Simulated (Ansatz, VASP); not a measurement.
ZrB2 in VASP and in Ansatz

Contents of INCAR:

```
ALGO = Normal
EDIFF = 1E-6
ENCUT = 500
GGA = PS
GGA_COMPAT = False
ISIF = 2
ISMEAR = -1
LASPH = True
LCHARG = False
LREAL = False
LWAVE = False
NBANDS = 16
NELM = 120
PREC = Accurate
SIGMA = 0.05
```

File KPOINTS:

```
k-points
0
Gamma
  10 10 8
```

Contents of POSCAR:

```
ZrB2
1.0
    3.1700000000      0.0634000000      0.0000000000
   -1.5300939894      2.7136005300      0.0000000000
    0.0000000000      0.0000000000      3.5330000000
Zr B
1 2
Direct
    0.0000000000      0.0000000000      0.0000000000
    0.6666666667      0.3333333333      0.5000000000
    0.3333333333      0.6666666667      0.5000000000
```

The input input.yaml:

```yaml
crystal:
  lattice:
    - [3.17, 0.0634, 0.0]
    - [-1.5300939894, 2.71360053, 0.0]
    - [0.0, 0.0, 3.533]
  atoms:
    - { symbol: Zr, position: [0.0, 0.0, 0.0] }
    - { symbol: B, position: [0.6666666667, 0.3333333333, 0.5] }
    - { symbol: B, position: [0.3333333333, 0.6666666667, 0.5] }
kpoints:
  mp_grid: { grid: [10, 10, 8] }
  band_path:
    path:
      - [0.0, 0.0, 0.0]
      - [0.5, 0.0, 0.0]
      - [0.6661329064, -0.3446273242, 0.0]
      - [0.5, -0.5, 0.0]
      - [0.5, -0.5, 0.5]
      - [0.3338670936, -0.6553726758, 0.5]
      - [0.0, -0.5, 0.5]
      - [0.0, -0.5, 0.0]
    npoints: 12
scf:
  occupations: { method: fermi_dirac, width: 0.05 }
hamiltonian:
  xc: pbesol
  pseudopotentials: { kind: all_electron, lapw: { basis_error: 0.002 } }
output:
  forces: true
  stress: true
  eigenvalues: true
```

Change from the starting cell: strain_shear_xy = 0.04.

Alike in both runs: functional PBEsol; k mesh 10 × 10 × 8; occupations fermi-dirac, width 0.05 eV; no spin polarisation.

|  | VASP | Ansatz |
| --- | --- | --- |
| version | VASP 6.6.1 | Ansatz 0.2.0 |
| potentials or method | VASP PAW PBE potentials, release 64 (Zr_sv, B), cutoff 500 eV | all-electron LAPW, scalar-relativistic |
| task | single point | band structure |

```tsv
	VASP	Ansatz	Ansatz less VASP
gap on the k mesh at the Fermi level (eV)	none	none	-
pressure (GPa)	-3.4	-3.7	-0.33
traceless stress, the component that is largest in VASP (GPa)	-10.05	-10.03	+0.013
rms of the force components (eV/Å)	0.030	0.031	+0.0010
```

VASP's potentials were made for PBE, not for PBEsol. Atom by atom the forces differ by 0.001 eV/Å (rms over components). A gap of «none» marks a metal or a gap that the smearing closes. Ansatz ran all-electron here, and VASP with PAW potentials.
